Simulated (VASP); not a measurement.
# ZnO (Pm-3m) in VASP: a series of runs, part 2 of 2

VASP 6.6.1. The steps go on from the part before.

**5. Relaxation of cell and atoms, r2SCAN**

This run uses another cell than the first one, of 9.71 Å³/atom, 1.721 times its volume.

File POSCAR:

```
ZnO
1.0
    2.6879425181      0.0000000000      0.0000000000
    0.0000000000      2.6879425181      0.0000000000
    0.0000000000      0.0000000000      2.6879425181
Zn O
1 1
Direct
    0.0000000000      0.0000000000      0.0000000000
    0.5000000000      0.5000000000      0.5000000000
```

File INCAR.step1:

```
SYSTEM = ZnO
PREC = Accurate
ENCUT = 600
ISMEAR = -1
SIGMA = 0.02
LREAL = .False.
LASPH = .True.
NELM = 80
GGA = PE
ALGO = Normal
EDIFF = 1E-4
LWAVE = .True.
LCHARG = .False.
```

File INCAR.step2:

```
SYSTEM = ZnO
PREC = Accurate
ENCUT = 600
EDIFF = 1E-6
ISMEAR = -1
SIGMA = 0.02
LREAL = .False.
LASPH = .True.
NELM = 80
ALGO = Normal
ISIF = 3
LWAVE = .False.
LCHARG = .False.
METAGGA = R2SCAN
LMIXTAU = .True.
IBRION = 2
NSW = 80
EDIFFG = -0.005
ISTART = 1
```

File KPOINTS:

```
Automatic mesh
0
Gamma
  8 8 8
  0 0 0
```

Potentials or basis: VASP PAW PBE potentials, release 64 (Zn, O).

Command:

```sh
$ cat potpaw_PBE.64/Zn/POTCAR potpaw_PBE.64/O/POTCAR > POTCAR
$ cp INCAR.step1 INCAR
$ mpirun -np 1 vasp_std > vasp.out
$ cp INCAR.step2 INCAR
$ mpirun -np 1 vasp_std > vasp.out
```

OUTCAR:

```text
SYSTEM = ZnO
   PREC = Accurate
   ENCUT = 600
   EDIFF = 1E-6
   ISMEAR = -1
   LREAL = .False.
   LASPH = .True.
   NELM = 80
   ISIF = 3
   METAGGA = R2SCAN
   IBRION = 2
   NSW = 80
   EDIFFG = -0.005
   ISTART = 1

 ion  position               nearest neighbor table
   1  0.000  0.000  0.000-   2 2.33   2 2.33   2 2.33   2 2.33   2 2.33   2 2.33   2 2.33   2 2.33

   2  0.500  0.500  0.500-   1 2.33   1 2.33   1 2.33   1 2.33   1 2.33   1 2.33   1 2.33   1 2.33

  LATTYP: Found a simple cubic cell.
 ALAT       =     2.6879425181

  Lattice vectors:

 A1 = (   2.6879425181,   0.0000000000,   0.0000000000)
 A2 = (   0.0000000000,   2.6879425181,   0.0000000000)
 A3 = (   0.0000000000,   0.0000000000,   2.6879425181)

Analysis of symmetry for initial positions (statically):
=====================================================================
 Subroutine PRICEL returns:
 Original cell was already a primitive cell.

 Routine SETGRP: Setting up the symmetry group for a
 simple cubic supercell.

 Subroutine GETGRP returns: Found 48 space group operations
 (whereof 48 operations were pure point group operations)
 out of a pool of 48 trial point group operations.

The static configuration has the point symmetry O_h .

Analysis of symmetry for dynamics (positions and initial velocities):
=====================================================================
 Subroutine PRICEL returns:
 Original cell was already a primitive cell.

 Routine SETGRP: Setting up the symmetry group for a
 simple cubic supercell.

 Subroutine GETGRP returns: Found 48 space group operations
 (whereof 48 operations were pure point group operations)
 out of a pool of 48 trial point group operations.

The dynamic configuration has the point symmetry O_h .

 Subroutine INISYM returns: Found 48 space group operations
 (whereof 48 operations are pure point group operations),
 and found     1 'primitive' translations

----------------------------------------------------------------------------------------

                                     Primitive cell

  volume of cell :      19.4205

  direct lattice vectors                    reciprocal lattice vectors
     2.687942518  0.000000000  0.000000000     0.372031765  0.000000000  0.000000000
     0.000000000  2.687942518  0.000000000     0.000000000  0.372031765  0.000000000
[... 102 lines left out ...]
   IALGO  =     38    algorithm
   IMIX   =      4    mixing-type and parameters
     AMIX     =   0.40;   BMIX     =  1.00
     AMIX_MAG =   1.60;   BMIX_MAG =  1.00
  volume/ion in A,a.u.               =       9.71        65.53
  Fermi-wavevector in a.u.,A,eV,Ry     =   1.596170  3.016323 34.664342  2.547757
  Thomas-Fermi vector in A             =   2.693974
   LORBIT       =      0    0 simple, 1 ext, 2 COOP (PROOUT), +10 PAW based schemes
   METAGGA = R2SCAN    functional components
   LHFCALC =     F    Hartree Fock is set to
   AEXX    =    0.0000 exact exchange contribution
   IVDW    =     0    specifies the selected vdW correction
   LEPSILON=     F    determine dielectric tensor
   LRPA    =     F    only Hartree local field effects (RPA)
 conjugate gradient relaxation of ions
 non-spin polarized calculation
  energy-cutoff  :      600.00
  volume of cell :       19.42
 maximum number of plane-waves:       672
 NGX is ok and might be reduce to    24
   NGX = 11   NGY = 11   NGZ = 11

--------------------------------------- Ionic step        1  -------------------------------------------

 number of electron      18.0000000 magnetization

 Free energy of the ion-electron system (eV)
  ---------------------------------------------------
  ext. energy  EPLUGINS =         0.00000000
  ---------------------------------------------------
  free energy    TOTEN  =       -16.66935477 eV

  energy without entropy =      -16.66904377  energy(sigma->0) =      -16.66919927

 E-fermi :   2.8596     XC(G=0): -13.2578

 val. band max:        2.8125855226   @ k =   0.5000   0.0000   0.0000
 cond. band min:       3.9818955381   @ k =   0.1250   0.0000   0.0000
 fundamental gap:      1.1693100154
 Fermi energy:         2.8596308285

 k-point     1 :       0.0000    0.0000    0.0000
  band No.  band energies     occupation
      1     -16.5792      2.00000
      2      -3.7759      2.00000
      3      -3.7759      2.00000
      4      -2.7378      2.00000
      5      -2.7378      2.00000
      6      -2.7378      2.00000
      7       1.6074      2.00000
      8       1.6074      2.00000
      9       1.6074      2.00000
     10       2.4995      2.00000
     11      17.7412      0.00000
     12      17.7412      0.00000
     13      21.3110      0.00000
[... 475 lines left out ...]
--------------------------------------- Ionic step        4  -------------------------------------------

 number of electron      18.0000018 magnetization

 Free energy of the ion-electron system (eV)
  ---------------------------------------------------
  ext. energy  EPLUGINS =         0.00000000
  ---------------------------------------------------
  free energy    TOTEN  =       -16.68945519 eV

  energy without entropy =      -16.68915844  energy(sigma->0) =      -16.68930681

 E-fermi :   3.2580     XC(G=0): -13.5304

 val. band max:        3.2141625083   @ k =   0.5000   0.0000   0.0000
 cond. band min:       4.5798039378   @ k =   0.1250   0.0000   0.0000
 fundamental gap:      1.3656414295
 Fermi energy:         3.2580051916

 k-point     1 :       0.0000    0.0000    0.0000
  band No.  band energies     occupation
      1     -16.5274      2.00000
      2      -3.4603      2.00000
      3      -3.4603      2.00000
      4      -2.3294      2.00000
      5      -2.3294      2.00000
      6      -2.3294      2.00000
      7       1.9053      2.00000
      8       1.9053      2.00000
      9       1.9053      2.00000
     10       3.1406      1.99438
     11      18.3636      0.00000
     12      18.3636      0.00000
     13      22.3278      0.00000
[... 397 lines left out ...]
  FREE ENERGIE OF THE ION-ELECTRON SYSTEM (eV)
  ---------------------------------------------------
  free  energy   TOTEN  =       -16.6894551867 eV

  energy  without entropy=      -16.6891584373  energy(sigma->0) =      -16.68930681

 reached required accuracy - stopping structural energy minimisation
```

OUTCAR.step1:

```text
SYSTEM = ZnO
   PREC = Accurate
   ENCUT = 600
   ISMEAR = -1
   LREAL = .False.
   LASPH = .True.
[... 606 lines left out ...]
      0.00000      0.00000      0.00000         0.000000      0.000000      0.000000
      1.34397      1.34397      1.34397         0.000000      0.000000      0.000000
 -----------------------------------------------------------------------------------
    total drift:                                0.000000      0.000000     -0.000000

  FREE ENERGIE OF THE ION-ELECTRON SYSTEM (eV)
  ---------------------------------------------------
  free  energy   TOTEN  =        -7.4938791508 eV

  energy  without entropy=       -7.4935706186  energy(sigma->0) =       -7.49372488
```

Run time: 86 s. Hardware: 1 thread of Intel Xeon Platinum 8488C (Sapphire Rapids), shared host; peak memory 0.15 GiB.

What came out:

| Item | Value |
| --- | --- |
| Free energy | -16.6895 eV |
| Relaxed volume | 9.31 Å³/atom |
| Relaxed cell | a = 2.650 Å, b = 2.650 Å, c = 2.650 Å, α = 90.00°, β = 90.00°, γ = 90.00° |
| Space group after relaxing (to 0.05 Å) | Pm-3m (No. 221) |
| Energy gained by relaxing | 10.1 meV/atom |
| Ionic steps | 4 |
| Pressure after relaxing | 0.0 GPa |
| Band gap on the k mesh | zero (band 9 reaches 3.21 eV, above the bottom of band 10 at 3.14 eV) |

Step by step:
```csv
step,energy change (eV),largest force (eV/Å),pressure (GPa),volume (Å³)
1,0.0000,0.0000,-7.29,19.42
2,-0.0153,0.0000,4.23,18.21
3,-0.0201,0.0000,0.30,18.58
4,-0.0201,0.0000,0.00,18.62
```

Final structure:
```yaml
crystal:
  lattice:
    - [2.65030, 0.00000, 0.00000]
    - [0.00000, 2.65030, 0.00000]
    - [0.00000, 0.00000, 2.65030]
  atoms:
    - { symbol: Zn, position: [0.00000, 0.00000, 0.00000] }
    - { symbol: O, position: [0.50000, 0.50000, 0.50000] }
```

Levels at points of the mesh, in eV from the Fermi level:
```
           k point  band 7  band 8  band 9  band 10  band 11  band 12
(0.00, 0.00, 0.00)   -1.35   -1.35   -1.35    -0.12    15.11    15.11
(0.50, 0.00, 0.00)   -4.69   -0.04   -0.04     6.00     7.48    16.90
(0.50, 0.50, 0.00)   -5.19   -5.19   -0.23     3.31    11.28    11.28
(0.50, 0.50, 0.50)   -1.53   -1.53   -1.53     6.24     6.24     6.24
```

Caveat: the PAW data sets were made with another functional, which shifts forces and pressure a little.

**6. Single point, HSE06**

This run uses another cell than the first one, of 9.26 Å³/atom, 1.642 times its volume.

File POSCAR:

```
ZnO
1.0
    2.6461709597      0.0000000000      0.0000000000
    0.0000000000      2.6461709597      0.0000000000
    0.0000000000      0.0000000000      2.6461709597
Zn O
1 1
Direct
    0.0000000000      0.0000000000      0.0000000000
    0.5000000000      0.5000000000      0.5000000000
```

File INCAR.step1:

```
SYSTEM = ZnO
PREC = Accurate ; ENCUT = 520
EDIFF = 1E-5 ; ISMEAR = -1
SIGMA = 0.02 ; LREAL = .FALSE.
LASPH = .TRUE. ; NELM = 100
ALGO = Normal ; ISIF = 2
LWAVE = .TRUE. ; NBANDS = 16
GGA = PE
```

File INCAR.step2:

```
SYSTEM = ZnO
PREC = Accurate ; ENCUT = 520
EDIFF = 1E-7 ; ISMEAR = -1
SIGMA = 0.02 ; LREAL = .FALSE.
LASPH = .TRUE. ; NELM = 100
ALGO = Normal ; ISIF = 2
LWAVE = .FALSE. ; LCHARG = .TRUE.
GGA = PE ; LHFCALC = .TRUE.
HFSCREEN = 0.2079 ; PRECFOCK = Normal
LELF = .TRUE. ; LVHAR = .TRUE.
NBANDS = 16 ; ISTART = 1
```

File KPOINTS:

```
regular mesh
0
G
  6 6 6
  0 0 0
```

Potentials or basis: VASP PAW PBE potentials, release 64 (Zn, O).

Command:

```sh
$ cat potpaw_PBE.64/Zn/POTCAR potpaw_PBE.64/O/POTCAR > POTCAR
$ cp INCAR.step1 INCAR
$ mpirun -np 1 vasp_std > vasp.out
$ cp INCAR.step2 INCAR
$ mpirun -np 1 vasp_std > vasp.out
```

OUTCAR:

```text
SYSTEM = ZnO
   PREC = Accurate
   ENCUT = 520
   EDIFF = 1E-7
   ISMEAR = -1
   LREAL = .FALSE.
   LASPH = .TRUE.
   NELM = 100
   ISIF = 2
   GGA = PE
   LHFCALC = .TRUE.
   HFSCREEN = 0.2079
   PRECFOCK = Normal
   ISTART = 1

 ion  position               nearest neighbor table
   1  0.000  0.000  0.000-   2 2.29   2 2.29   2 2.29   2 2.29   2 2.29   2 2.29   2 2.29   2 2.29

   2  0.500  0.500  0.500-   1 2.29   1 2.29   1 2.29   1 2.29   1 2.29   1 2.29   1 2.29   1 2.29

  LATTYP: Found a simple cubic cell.
 ALAT       =     2.6461709597

  Lattice vectors:

 A1 = (   2.6461709597,   0.0000000000,   0.0000000000)
 A2 = (   0.0000000000,   2.6461709597,   0.0000000000)
 A3 = (   0.0000000000,   0.0000000000,   2.6461709597)

Analysis of symmetry for initial positions (statically):
=====================================================================
 Subroutine PRICEL returns:
 Original cell was already a primitive cell.

 Routine SETGRP: Setting up the symmetry group for a
 simple cubic supercell.

 Subroutine GETGRP returns: Found 48 space group operations
 (whereof 48 operations were pure point group operations)
 out of a pool of 48 trial point group operations.

The static configuration has the point symmetry O_h .

Analysis of symmetry for dynamics (positions and initial velocities):
=====================================================================
 Subroutine PRICEL returns:
 Original cell was already a primitive cell.

 Routine SETGRP: Setting up the symmetry group for a
 simple cubic supercell.

 Subroutine GETGRP returns: Found 48 space group operations
 (whereof 48 operations were pure point group operations)
 out of a pool of 48 trial point group operations.

[... 117 lines left out ...]
  Fermi-wavevector in a.u.,A,eV,Ry     =   1.621366  3.063938 35.767379  2.628828
  Thomas-Fermi vector in A             =   2.715154
   LORBIT       =      0    0 simple, 1 ext, 2 COOP (PROOUT), +10 PAW based schemes
   GGA     = PE    functional components
   LHFCALC =     T    Hartree Fock is set to
   PRECFOCK=normal    Normal, Fast or Accurate (Low or Medium for compatibility)
   ENCUT4O =  -1.0   cutoff for four orbital integrals eV
   NKREDX  =     1    reduce k-point grid by
   NKREDY  =     1    reduce k-point grid by
   NKREDZ  =     1    reduce k-point grid by
   AEXX    =    0.2500 exact exchange contribution
   HFSCREEN=    0.2079 screening length (either q_TF or 0.3 A-1)
   HFSCREENC=   0.2079 screening length for correlation (either q_TF or 0.3 A-1)
   ENCUTFOCK=  -1.0 apply spherical cutoff to Coloumb kernel
   IVDW    =     0    specifies the selected vdW correction
   LEPSILON=     F    determine dielectric tensor
   LRPA    =     F    only Hartree local field effects (RPA)
 non-spin polarized calculation
  energy-cutoff  :      520.00
  volume of cell :       18.53
 maximum number of plane-waves:       512
 NGX is ok and might be reduce to    20
  NGX = 16; NGY = 16; NGZ = 16

 number of electron      18.0000025 magnetization

 Free energy of the ion-electron system (eV)
  ---------------------------------------------------
  ext. energy  EPLUGINS =         0.00000000
  ---------------------------------------------------
  free energy    TOTEN  =        -9.79329090 eV

  energy without entropy =       -9.79329090  energy(sigma->0) =       -9.79329090

 E-fermi :   2.9636     XC(G=0): -10.3822

 val. band max:        2.5440940913   @ k =   0.5000   0.0000   0.0000
 cond. band min:       3.3504795895   @ k =   0.0000   0.0000   0.0000
 fundamental gap:      0.8063854983
 Fermi energy:         2.9636029115

 k-point     1 :       0.0000    0.0000    0.0000
  band No.  band energies     occupation
      1     -17.9749      2.00000
      2      -5.4089      2.00000
      3      -5.4088      2.00000
      4      -4.2977      2.00000
      5      -4.2977      2.00000
      6      -4.2977      2.00000
[... 357 lines left out ...]
      3      -6.1039      2.00000
      4      -6.1039      2.00000
      5      -3.8945      2.00000
      6      -3.8945      2.00000
[... 8 lines left out ...]
     15      26.3338      0.00000
     16      26.3338      0.00000

------------------------ aborting loop because EDIFF is reached ----------------------------------------

  FORCE on cell =-STRESS in cart. coord.  units (eV):
  Direction    XX          YY          ZZ          XY          YZ          ZX
  --------------------------------------------------------------------------------------
  -------------------------------------------------------------------------------------
  Total        0.1521467      0.1521467      0.1521467     -0.0000000     -0.0000000     -0.0000000
  in kB       13.1558665     13.1558665     13.1558665     -0.0000000     -0.0000000     -0.0000000
  external PRESSURE =      13.1558665 kB  Pullay stress =       0.0000000 kB

 VOLUME and BASIS-vectors are now :
 -----------------------------------------------------------------------------
  energy-cutoff  :      520.00
  volume of cell :       18.53
      direct lattice vectors                 reciprocal lattice vectors
     2.646170960  0.000000000  0.000000000     0.377904533  0.000000000  0.000000000
     0.000000000  2.646170960  0.000000000     0.000000000  0.377904533  0.000000000
     0.000000000  0.000000000  2.646170960     0.000000000  0.000000000  0.377904533

 POSITION                                       TOTAL-FORCE (eV/Angst)
 -----------------------------------------------------------------------------------
      0.00000      0.00000      0.00000         0.000000      0.000000      0.000000
      1.32309      1.32309      1.32309         0.000000      0.000000      0.000000
 -----------------------------------------------------------------------------------
    total drift:                               -0.000005     -0.000009     -0.000008

  FREE ENERGIE OF THE ION-ELECTRON SYSTEM (eV)
  ---------------------------------------------------
  free  energy   TOTEN  =        -9.7932909006 eV

  energy  without entropy=       -9.7932909005  energy(sigma->0) =       -9.79329090
```

OUTCAR.step1:

```text
SYSTEM = ZnO
   PREC = Accurate
   ENCUT = 520
   EDIFF = 1E-5
   ISMEAR = -1
   LREAL = .FALSE.
[... 596 lines left out ...]
      0.00000      0.00000      0.00000         0.000000      0.000000      0.000000
      1.32309      1.32309      1.32309         0.000000      0.000000      0.000000
 -----------------------------------------------------------------------------------
    total drift:                                0.000000      0.000000      0.000000

  FREE ENERGIE OF THE ION-ELECTRON SYSTEM (eV)
  ---------------------------------------------------
  free  energy   TOTEN  =        -7.4590677728 eV

  energy  without entropy=       -7.4584424105  energy(sigma->0) =       -7.45875509
```

It took 21 min on 1 thread of Intel Xeon Platinum 8488C (Sapphire Rapids), shared host; peak memory 0.23 GiB.

What came out:

```yaml
Free_energy: -9.7933 eV
Pressure: 1.3 GPa
Band_gap_on_the_k_mesh: 0.81 eV, indirect (least direct gap 2.12 eV)
```

Caveat: the PAW data sets were made with another functional, which shifts forces and pressure a little.

**7. Summary**

| task | level | potentials or basis | cell | k mesh | cutoff (eV) | grid for exact exchange (PRECFOCK) | screening parameter | gap on the mesh (eV) | pressure (GPa) | relaxed volume (Å³/atom) |
| --- | --- | --- | --- | --- | --- | --- | --- | --- | --- | --- |
| relaxation of cell and atoms | PBE | VASP PAW PBE potentials, release 64 (Zn, O) | relaxed from a = 2.243 Å, 2 atoms | 10 × 10 × 10 | 600 | - | - | none | 0.0 | 9.56 |
| relaxation of cell and atoms | PBEsol | VASP PAW PBE potentials, release 64 (Zn, O) | relaxed from a = 2.688 Å, 2 atoms | 8 × 8 × 8 | 600 | - | - | none | 0.0 | 9.29 |
| relaxation of cell and atoms | LDA | VASP PAW LDA potentials, release 64 (Zn, O) | relaxed from a = 2.688 Å, 2 atoms | 8 × 8 × 8 | 600 | - | - | none | 0.0 | 8.96 |
| relaxation of cell and atoms | r2SCAN | VASP PAW PBE potentials, release 64 (Zn, O) | relaxed from a = 2.688 Å, 2 atoms | 8 × 8 × 8 | 600 | - | - | none | 0.0 | 9.31 |
| single point | HSE06 | VASP PAW PBE potentials, release 64 (Zn, O) | a = 2.646 Å, 2 atoms | 6 × 6 × 6 | 520 | Normal | 0.2079 1/Å | 0.81 | 1.3 | - |

Alike in all rows: no spin polarisation; smearing fermi-dirac 0.02 eV.

Caveats: the PAW data sets were made with another functional, which shifts forces and pressure a little (some runs); the volume moved by over 15 % at a fixed basis, so the end points are rough (some runs).

Absolute energies hang on the potentials; compare differences alone.
